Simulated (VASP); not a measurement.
Crystal: ZrV.

```
Zr V
1.0
     1.36835    0.79002    4.35844
    -1.36835    0.79002    4.35844
     0.00000   -1.58003    4.35844
Zr V
1 1
Direct
  0.00000 0.00000 0.00000
  0.50000 0.50000 0.50000
```

- Program: VASP 6.6.1
- Task: relaxation of cell and atoms
- Functional: PBE
- Potentials or basis: VASP PAW PBE potentials, release 64 (Zr_sv, V_sv)
- Cutoff: 600 eV
- k mesh: 6 × 6 × 6
- Occupations: gaussian, width 0.1 eV
- Spin: no spin polarisation

At the start: pressure 51.1 GPa; volume 14.13 Å³/atom.

How do energy, volume and symmetry change on relaxing?

Over 7 steps the energy falls by 577.0 meV/atom and the volume is 18.54 Å³/atom (+31.2 %); space group R-3m (No. 166, to 0.1 Å) before and after.

Step by step:
```
step  energy change (eV)  largest force (eV/Å)  pressure (GPa)  volume (Å³)
   1              0.0000                0.0000           51.05        28.27
   2             -0.0034                0.0000          -20.46        50.99
   3             -1.1459                0.0000           -1.64        37.65
   4             -1.1486                0.0000           -0.35        37.22
   5             -1.1487                0.0000            0.28        37.03
   6             -1.1523                0.0000            0.23        37.06
   7             -1.1540                0.0000            0.17        37.09
```

Final structure:
```yaml
crystal:
  lattice:
    - [1.50987, 0.87172, 4.69611]
    - [-1.50987, 0.87172, 4.69611]
    - [0.00000, -1.74344, 4.69611]
  atoms:
    - { symbol: Zr, position: [0.00000, 0.00000, 0.00000] }
    - { symbol: V, position: [0.50000, 0.50000, 0.50000] }
```

Caveat: the k points lie up to 0.41 Å⁻¹ apart in the final cell, too coarse for converged energies and pressures of a metal; the volume moved by over 15 % at a fixed basis, so the end points are rough.
